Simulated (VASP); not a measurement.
Write the native input for VASP 6.6.1 that does the following.

- Task: single point
- Functional: PBE
- Potentials or basis: VASP PAW PBE potentials, release 64 (Mo_sv, Se)
- Cutoff: 520 eV
- k mesh: 10 × 10 × 6
- Occupations: gaussian, width 0.05 eV
- Spin: collinear spin
- Starting moments: [0.05, 0.05, 0.0, 0.0] μB
- Dipole correction: no
- Further INCAR settings: ALGO = Normal; EDIFF = 1e-06; NBANDS = 32

The structure of MoSe lies in POSCAR:

```
MoSe
1.0
    4.0395266208      0.0000000000      0.0000000000
   -2.0197633104      3.4983326728      0.0000000000
    0.0000000000      0.0000000000      5.0799137656
Mo Se
2 2
Direct
    0.0000000000      0.0000000000      0.0000000000
    0.0000000000      0.0000000000      0.5000000000
    0.3333333333      0.6666666667      0.2500000000
    0.6666666667      0.3333333333      0.7500000000
```

The input as run:

INCAR

```
  PREC = Accurate
  ENCUT = 520
  EDIFF = 1E-6
  ISMEAR = 0
  SIGMA = 0.05
  LREAL = False
  LASPH = True
  NELM = 150
  ALGO = Normal
  ISIF = 2
  LWAVE = False
  LCHARG = False
  ISPIN = 2
  MAGMOM = 0.05 0.05 0 0
  LORBIT = 11
  LMAXMIX = 4
  GGA = PE
  NBANDS = 32
```

KPOINTS

```
regular mesh
0
Gamma
  10 10 6
```

Potentials or basis: VASP PAW PBE potentials, release 64 (Mo_sv, Se).

Launch:

```bash
$ cat potpaw_PBE.64/Mo_sv/POTCAR potpaw_PBE.64/Se/POTCAR > POTCAR
$ mpirun -np 1 vasp_std > vasp.out
```

Results of the run:

```
Pressure                                              : 3.3 GPa
Band gap on the k mesh                                : zero (filled and empty bands overlap)
Net moment                                            : 0.00 μB per cell
Valence electrons inside the program's atomic spheres : Mo 12.54; Se 3.89
```

Caveat: the cell stands under pressure.

It took 2.1 min on 1 thread of Intel(R) Xeon(R) 6975P-C (Granite Rapids) (shared host), peak memory 0.33 GiB.
